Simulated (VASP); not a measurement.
# In (Pm-3n) in VASP: further runs

The runs below take In through single point, with PBEsol.

Program: VASP 6.6.1. These are calculated values, not measurements. Logs are shortened: lines on timing, memory, paths and dates and some standing lists are left out, and cuts for length are marked.

## (1) The cell of the first run

Symmetry: Pm-3n, No. 223, cubic system. Conventional cell: a = 5.981 Å, b = 5.981 Å, c = 5.981 Å, α = 90.00°, β = 90.00°, γ = 90.00°. Within 4.4 Å of In (site symmetry m-3) lie 12 In at 3.34 Å. Within 3.9 Å of In (site symmetry -4m2) lie 14 In at 2.99 to 3.66 Å.

## (2) Single point, PBEsol

Input file INCAR:

```
ALGO = Fast ; EDIFF = 1E-7
ENCUT = 520 ; GGA = PS
ISIF = 2 ; ISMEAR = 0
LASPH = True ; LCHARG = False
LREAL = False ; LWAVE = False
NBANDS = 62 ; NELM = 80
PREC = Accurate ; SIGMA = 0.1
```

Input file KPOINTS:

```
k-points
0
Gamma
  4 4 4
```

Input file POSCAR:

```
In
1.0
    5.9813309806      0.0000000000      0.0000000000
    0.0000000000      5.9813309806      0.0000000000
    0.0000000000      0.0000000000      5.9813309806
In
8
Direct
    0.5000000000      0.5000000000      0.5000000000
    0.0000000000      0.0000000000      0.0000000000
    0.2500000000      0.0000000000      0.5000000000
    0.5000000000      0.2500000000      0.0000000000
    0.5000000000      0.7500000000      0.0000000000
    0.7500000000      0.0000000000      0.5000000000
    0.0000000000      0.5000000000      0.7500000000
    0.0000000000      0.5000000000      0.2500000000
```

Potentials or basis: VASP PAW PBE potentials, release 64 (In_d).

Launch:

```bash
$ cat potpaw_PBE.64/In_d/POTCAR > POTCAR
$ mpirun -np 1 vasp_std > vasp.out
```

OUTCAR:

```text
EDIFF = 1E-7
   ENCUT = 520
   GGA = PS
   ISIF = 2
   ISMEAR = 0
   LASPH = True
   LREAL = False
   NELM = 80
   PREC = Accurate

 ion  position               nearest neighbor table
   1  0.500  0.500  0.500-   3 3.34   4 3.34   5 3.34   6 3.34   7 3.34   8 3.34   4 3.34   5 3.34
                             3 3.34   6 3.34   7 3.34   8 3.34
   2  0.000  0.000  0.000-   3 3.34   4 3.34   5 3.34   6 3.34   7 3.34   8 3.34   3 3.34   6 3.34
                             7 3.34   8 3.34   4 3.34   5 3.34
   3  0.250  0.000  0.500-   6 2.99   6 2.99   1 3.34   2 3.34   1 3.34   2 3.34   8 3.66   7 3.66
                             8 3.66   7 3.66   4 3.66   5 3.66   4 3.66   5 3.66
   4  0.500  0.250  0.000-   5 2.99   5 2.99   1 3.34   1 3.34   2 3.34   2 3.34   8 3.66   7 3.66
                             7 3.66   8 3.66   6 3.66   3 3.66   3 3.66   6 3.66
   5  0.500  0.750  0.000-   4 2.99   4 2.99   1 3.34   1 3.34   2 3.34   2 3.34   8 3.66   7 3.66
                             7 3.66   8 3.66   6 3.66   3 3.66   3 3.66   6 3.66
   6  0.750  0.000  0.500-   3 2.99   3 2.99   1 3.34   2 3.34   1 3.34   2 3.34   8 3.66   7 3.66
                             8 3.66   7 3.66   5 3.66   4 3.66   4 3.66   5 3.66
   7  0.000  0.500  0.750-   8 2.99   8 2.99   1 3.34   2 3.34   2 3.34   1 3.34   3 3.66   4 3.66
                             5 3.66   3 3.66   6 3.66   6 3.66   4 3.66   5 3.66
   8  0.000  0.500  0.250-   7 2.99   7 2.99   1 3.34   2 3.34   2 3.34   1 3.34   3 3.66   4 3.66
                             5 3.66   3 3.66   6 3.66   6 3.66   4 3.66   5 3.66

  LATTYP: Found a simple cubic cell.
 ALAT       =     5.9813309806

  Lattice vectors:

 A1 = (   5.9813309806,   0.0000000000,   0.0000000000)
 A2 = (   0.0000000000,   5.9813309806,   0.0000000000)
 A3 = (   0.0000000000,   0.0000000000,   5.9813309806)

Analysis of symmetry for initial positions (statically):
=====================================================================
 Subroutine PRICEL returns:
 Original cell was already a primitive cell.

 Routine SETGRP: Setting up the symmetry group for a
 simple cubic supercell.

 Subroutine GETGRP returns: Found 48 space group operations
 (whereof 24 operations were pure point group operations)
 out of a pool of 48 trial point group operations.

The static configuration has the point symmetry T_h .
 The point group associated with its full space group is O_h .

Analysis of symmetry for dynamics (positions and initial velocities):
=====================================================================
 Subroutine PRICEL returns:
 Original cell was already a primitive cell.

 Routine SETGRP: Setting up the symmetry group for a
 simple cubic supercell.

 Subroutine GETGRP returns: Found 48 space group operations
 (whereof 24 operations were pure point group operations)
 out of a pool of 48 trial point group operations.

The dynamic configuration has the point symmetry T_h .
 The point group associated with its full space group is O_h .

 Subroutine INISYM returns: Found 48 space group operations
 (whereof 24 operations are pure point group operations),
 and found     1 'primitive' translations

----------------------------------------------------------------------------------------

                                     Primitive cell

  volume of cell :     213.9900

  direct lattice vectors                    reciprocal lattice vectors
     5.981330981  0.000000000  0.000000000     0.167186869  0.000000000  0.000000000
     0.000000000  5.981330981  0.000000000     0.000000000  0.167186869  0.000000000
     0.000000000  0.000000000  5.981330981     0.000000000  0.000000000  0.167186869

  length of vectors
     5.981330981  5.981330981  5.981330981     0.167186869  0.167186869  0.167186869

  position of ions in fractional coordinates (direct lattice)
     0.500000000  0.500000000  0.500000000
     0.000000000  0.000000000  0.000000000
     0.250000000  0.000000000  0.500000000
     0.500000000  0.250000000  0.000000000
     0.500000000  0.750000000  0.000000000
     0.750000000  0.000000000  0.500000000
     0.000000000  0.500000000  0.750000000
     0.000000000  0.500000000  0.250000000

  ion indices of the primitive-cell ions
   primitive index   ion index
                 1           1
                 2           2
                 3           3
                 4           4
                 5           5
                 6           6
                 7           7
                 8           8

----------------------------------------------------------------------------------------

 KPOINTS: k-points

Automatic generation of k-mesh.
 Grid dimensions read from file:
 generate k-points for:    4    4    4

 Generating k-lattice:

  Cartesian coordinates                     Fractional coordinates (reciprocal lattice)
     0.041796717  0.000000000  0.000000000     0.250000000  0.000000000  0.000000000
     0.000000000  0.041796717  0.000000000     0.000000000  0.250000000  0.000000000
     0.000000000  0.000000000  0.041796717     0.000000000  0.000000000  0.250000000

  Length of vectors
     0.041796717  0.041796717  0.041796717

  Shift w.r.t. Gamma in fractional coordinates (k-lattice)
     0.000000000  0.000000000  0.000000000

 Subroutine IBZKPT returns following result:
 ===========================================

 Found     10 irreducible k-points:

 Following reciprocal coordinates:
            Coordinates               Weight
  0.000000  0.000000  0.000000      1.000000
  0.250000  0.000000  0.000000      6.000000
  0.500000  0.000000  0.000000      3.000000
  0.250000  0.250000  0.000000     12.000000
  0.500000  0.250000  0.000000     12.000000
  0.500000  0.500000  0.000000      3.000000
  0.250000  0.250000  0.250000      8.000000
  0.500000  0.250000  0.250000     12.000000
  0.500000  0.500000  0.250000      6.000000
  0.500000  0.500000  0.500000      1.000000
   k-points           NKPTS =     10   k-points in BZ     NKDIM =     10   number of bands    NBANDS=     62
   number of dos      NEDOS =    301   number of ions     NIONS =      8
   total plane-waves  NPLWV = 110592
   dimension x,y,z NGX =    48 NGY =   48 NGZ =   48
   dimension x,y,z NGXF=    96 NGYF=   96 NGZF=   96
   ions per type =               8
   NGX,Y,Z   is equivalent  to a cutoff of  13.34, 13.34, 13.34 a.u.
   NGXF,Y,Z  is equivalent  to a cutoff of  26.68, 26.68, 26.68 a.u.
 SYSTEM =  unknown system
   PREC   = accura    normal or accurate (medium, high low for compatibility)
   ISTART =      0    job   : 0-new  1-cont  2-samecut
   ICHARG =      2    charge: 1-file 2-atom 10-const
   ISPIN  =      1    spin polarized calculation?
   LNONCOLLINEAR =      F non collinear calculations
   LSORBIT =      F    spin-orbit coupling
   LASPH  =      T    aspherical Exc in radial PAW
   ENCUT  =  520.0 eV  38.22 Ry    6.18 a.u.  11.12 11.12 11.12*2*pi/ulx,y,z
   NELM   =     80;   NELMIN=  2; NELMDL= -5     # of ELM steps
   EDIFF  = 0.1E-06   stopping-criterion for ELM
   LREAL  =      F    real-space projection
   EDIFFG = 0.1E-05   stopping-criterion for IOM
   NSW    =      0    number of steps for IOM
   IBRION =     -1    ionic relax: 0-MD 1-quasi-New 2-CG
   NFREE  =      0    steps in history (QN), initial steepest desc. (CG)
   ISIF   =      2    stress and relaxation
   ISYM   =      2    0-nonsym 1-usesym 2-fastsym
   POTIM  = 0.5000    time-step for ionic-motion
   TEBEG  =    0.0;   TEEND  =   0.0 temperature during run
   PSTRESS=    0.0 pullay stress
   NELECT =     104.0000    total number of electrons
   NUPDOWN=      -1.0000    fix difference up-down
   EMIN   =  10.00;   EMAX   =-10.00  energy-range for DOS
   EFERMI =   0.00;   METHOD = LEGACY
   ISMEAR =     0;   SIGMA  =   0.10  broadening in eV -4-tet -1-fermi 0-gaus
   EFERMI_NEDOS =   21; number of points for ismear=-14 and -15
   IALGO  =     68    algorithm
   IMIX   =      4    mixing-type and parameters
     AMIX     =   0.40;   BMIX     =  1.00
     AMIX_MAG =   1.60;   BMIX_MAG =  1.00
  volume/ion in A,a.u.               =      26.75       180.51
  Fermi-wavevector in a.u.,A,eV,Ry     =   1.287127  2.432318 22.540721  1.656696
  Thomas-Fermi vector in A             =   2.419160
   LORBIT       =      0    0 simple, 1 ext, 2 COOP (PROOUT), +10 PAW based schemes
   GGA     = PS    functional components
   LHFCALC =     F    Hartree Fock is set to
   AEXX    =    0.0000 exact exchange contribution
   IVDW    =     0    specifies the selected vdW correction
   LEPSILON=     F    determine dielectric tensor
   LRPA    =     F    only Hartree local field effects (RPA)
 non-spin polarized calculation
 RMM-DIIS sequential band-by-band and
 Gauss-broadening in eV      SIGMA  =   0.10
  energy-cutoff  :      520.00
  volume of cell :      213.99
 maximum number of plane-waves:      5832
 NGX is ok and might be reduce to    48
   NGX = 23   NGY = 23   NGZ = 23

 number of electron     104.0000087 magnetization

 Free energy of the ion-electron system (eV)
  ---------------------------------------------------
  ext. energy  EPLUGINS =         0.00000000
  ---------------------------------------------------
  free energy    TOTEN  =       -23.75612460 eV

  energy without entropy =      -23.72830761  energy(sigma->0) =      -23.74221610

 E-fermi :   7.1492     XC(G=0): -10.2905

 val. band max:        6.9424382700   @ k =   0.5000   0.0000   0.0000
 cond. band min:       7.1616431057   @ k =   0.5000   0.2500   0.0000
 fundamental gap:      0.2192048357
 Fermi energy:         7.1491792320

 k-point     1 :       0.0000    0.0000    0.0000
  band No.  band energies     occupation
      1      -7.7060      2.00000
      2      -7.7036      2.00000
      3      -7.7036      2.00000
      4      -7.5173      2.00000
      5      -7.5173      2.00000
      6      -7.5173      2.00000
[... 54 lines left out ...]
     61      11.3978      0.00000
     62      11.3979      0.00000

 k-point     2 :       0.2500    0.0000    0.0000
  band No.  band energies     occupation
      1      -7.7023      2.00000
      2      -7.7013      2.00000
      3      -7.6070      2.00000
      4      -7.5501      2.00000
      5      -7.4968      2.00000
      6      -7.4968      2.00000
[... 54 lines left out ...]
     61      10.3601      0.00000
     62      10.3674      0.00000

 k-point     3 :       0.5000    0.0000    0.0000
  band No.  band energies     occupation
      1      -7.6991      2.00000
      2      -7.6991      2.00000
      3      -7.5517      2.00000
      4      -7.5517      2.00000
      5      -7.4785      2.00000
      6      -7.4785      2.00000
[... 54 lines left out ...]
     61      11.5271      0.00000
     62      11.5271      0.00000

 k-point     4 :       0.2500    0.2500    0.0000
  band No.  band energies     occupation
      1      -7.6995      2.00000
      2      -7.6049      2.00000
      3      -7.6032      2.00000
      4      -7.5425      2.00000
      5      -7.5242      2.00000
      6      -7.4763      2.00000
[... 54 lines left out ...]
     61      11.0644      0.00000
     62      11.5780      0.00000

 k-point     5 :       0.5000    0.2500    0.0000
  band No.  band energies     occupation
      1      -7.6971      2.00000
      2      -7.6011      2.00000
      3      -7.5529      2.00000
      4      -7.5397      2.00000
      5      -7.4967      2.00000
      6      -7.4711      2.00000
[... 54 lines left out ...]
     61      10.9440      0.00000
     62      11.4238      0.00000

 k-point     6 :       0.5000    0.5000    0.0000
  band No.  band energies     occupation
      1      -7.6950      2.00000
      2      -7.5587      2.00000
      3      -7.5587      2.00000
      4      -7.4747      2.00000
      5      -7.4747      2.00000
      6      -7.4736      2.00000
[... 54 lines left out ...]
     61      11.7066      0.00000
     62      12.6276      0.00000

 k-point     7 :       0.2500    0.2500    0.2500
  band No.  band energies     occupation
      1      -7.6028      2.00000
      2      -7.6010      2.00000
      3      -7.6010      2.00000
      4      -7.5163      2.00000
      5      -7.5163      2.00000
      6      -7.4827      2.00000
[... 54 lines left out ...]
     61      12.0634      0.00000
     62      12.3207      0.00000

 k-point     8 :       0.5000    0.2500    0.2500
  band No.  band energies     occupation
      1      -7.5992      2.00000
      2      -7.5992      2.00000
      3      -7.5255      2.00000
      4      -7.5255      2.00000
      5      -7.4844      2.00000
      6      -7.4844      2.00000
[... 54 lines left out ...]
     61      11.0130      0.00000
     62      11.0130      0.00000

 k-point     9 :       0.5000    0.5000    0.2500
  band No.  band energies     occupation
      1      -7.5974      2.00000
      2      -7.5277      2.00000
      3      -7.5277      2.00000
      4      -7.4676      2.00000
      5      -7.4676      2.00000
      6      -7.4621      2.00000
[... 54 lines left out ...]
     61      11.0407      0.00000
     62      11.1279      0.00000

 k-point    10 :       0.5000    0.5000    0.5000
  band No.  band energies     occupation
      1      -7.4816      2.00000
      2      -7.4816      2.00000
      3      -7.4816      2.00000
      4      -7.4816      2.00000
      5      -7.4700      2.00000
      6      -7.4700      2.00000
[... 54 lines left out ...]
     61      10.7706      0.00000
     62      10.7707      0.00000

------------------------ aborting loop because EDIFF is reached ----------------------------------------

  FORCE on cell =-STRESS in cart. coord.  units (eV):
  Direction    XX          YY          ZZ          XY          YZ          ZX
  --------------------------------------------------------------------------------------
  -------------------------------------------------------------------------------------
  Total       -1.1726131     -1.1726131     -1.1726131      0.0000000      0.0000000     -0.0000000
  in kB       -8.7795409     -8.7795409     -8.7795409      0.0000000      0.0000000     -0.0000000
  external PRESSURE =      -8.7795409 kB  Pullay stress =       0.0000000 kB

 VOLUME and BASIS-vectors are now :
 -----------------------------------------------------------------------------
  energy-cutoff  :      520.00
  volume of cell :      213.99
      direct lattice vectors                 reciprocal lattice vectors
     5.981330981  0.000000000  0.000000000     0.167186869  0.000000000  0.000000000
     0.000000000  5.981330981  0.000000000     0.000000000  0.167186869  0.000000000
     0.000000000  0.000000000  5.981330981     0.000000000  0.000000000  0.167186869

 POSITION                                       TOTAL-FORCE (eV/Angst)
 -----------------------------------------------------------------------------------
      2.99067      2.99067      2.99067         0.000000      0.000000      0.000000
      0.00000      0.00000      0.00000         0.000000      0.000000      0.000000
      1.49533      0.00000      2.99067         0.000000     -0.000000      0.000000
      2.99067      1.49533      0.00000        -0.000000      0.000000      0.000000
      2.99067      4.48600      0.00000        -0.000000      0.000000     -0.000000
      4.48600      0.00000      2.99067        -0.000000      0.000000     -0.000000
      0.00000      2.99067      4.48600         0.000000      0.000000      0.000000
      0.00000      2.99067      1.49533        -0.000000     -0.000000     -0.000000
 -----------------------------------------------------------------------------------
    total drift:                                0.000000     -0.000000      0.000000

  FREE ENERGIE OF THE ION-ELECTRON SYSTEM (eV)
  ---------------------------------------------------
  free  energy   TOTEN  =       -23.7561245972 eV

  energy  without entropy=      -23.7283076097  energy(sigma->0) =      -23.74221610
```

Wall time 5.2 min (1 thread of Intel Xeon 8259CL, shared host); peak memory 0.36 GiB.

Results:

```yaml
Free_energy: -23.7561 eV
Pressure: -0.9 GPa
Band_gap_on_the_k_mesh: zero (bands 52 and 53 overlap by 3.06 eV)
```

Levels at points of the mesh, in eV from the Fermi level:
```
           k point  band 50  band 51  band 52  band 53  band 54  band 55
(0.00, 0.00, 0.00)    -1.07    -0.47    -0.47    -0.47     0.07     0.07
(0.50, 0.00, 0.00)    -2.82    -0.21    -0.21     0.41     0.41     1.19
(0.50, 0.50, 0.00)    -1.86    -1.86    -1.18     1.64     1.67     2.20
(0.50, 0.50, 0.50)     2.33     2.33     2.33     2.33     2.33     2.82
```

Caveat: the PAW data sets were made with another functional, which shifts forces and pressure a little; spin-orbit coupling is left out, which moves the levels of the heavy elements.

## (3) Single point, PBEsol

This run uses another cell than the first one, of 26.22 Å³/atom.

Input file INCAR:

```
  PREC = Accurate
  ENCUT = 520
  EDIFF = 1E-7
  ISMEAR = 0
  SIGMA = 0.1
  LREAL = F
  LASPH = T
  NELM = 100
  ALGO = Fast
  ISIF = 2
  LWAVE = F
  LCHARG = T
  GGA = PS
  LELF = T
  LVHAR = T
  NBANDS = 62
```

Input file KPOINTS:

```
Automatic mesh
0
Gamma
  6 6 6
```

POSCAR: that of step 2 with these lines changed.

```diff
@@ -2,5 +2,5 @@
 1.0
-    5.9813309806      0.0000000000      0.0000000000
-    0.0000000000      5.9813309806      0.0000000000
-    0.0000000000      0.0000000000      5.9813309806
+    5.9412798174      0.0000000000      0.0000000000
+    0.0000000000      5.9412798174      0.0000000000
+    0.0000000000      0.0000000000      5.9412798174
 In
```

Potentials or basis: VASP PAW PBE potentials, release 64 (In_d).

Launch:

```bash
$ cat potpaw_PBE.64/In_d/POTCAR > POTCAR
$ mpirun -np 1 vasp_std > vasp.out
```

Run time: 11 min. Hardware: 1 thread of Intel Xeon 8259CL, shared host; peak memory 0.42 GiB.

It converged, with:

```
Free energy            : -23.5122 eV
Pressure               : 0.0 GPa
Band gap on the k mesh : zero (bands 52 and 53 overlap by 3.00 eV)
```

Levels at points of the mesh, in eV from the Fermi level:
```tsv
k point	band 48	band 49	band 50	band 51	band 52	band 53	band 54	band 55	band 56	band 57
(0.00, 0.00, 0.00)	-1.46	-1.01	-1.01	-0.35	-0.35	-0.35	0.14	0.14	0.14	1.20
(0.50, 0.00, 0.00)	-3.24	-2.80	-2.80	-0.10	-0.10	0.53	0.53	1.29	1.29	1.84
(0.50, 0.50, 0.00)	-2.59	-2.37	-1.83	-1.83	-1.14	1.77	1.80	2.33	2.33	2.41
(0.50, 0.50, 0.50)	-5.97	2.49	2.49	2.49	2.49	2.49	2.49	2.98	2.98	3.69
```

Caveat: the PAW data sets were made with another functional, which shifts forces and pressure a little; spin-orbit coupling is left out, which moves the levels of the heavy elements.
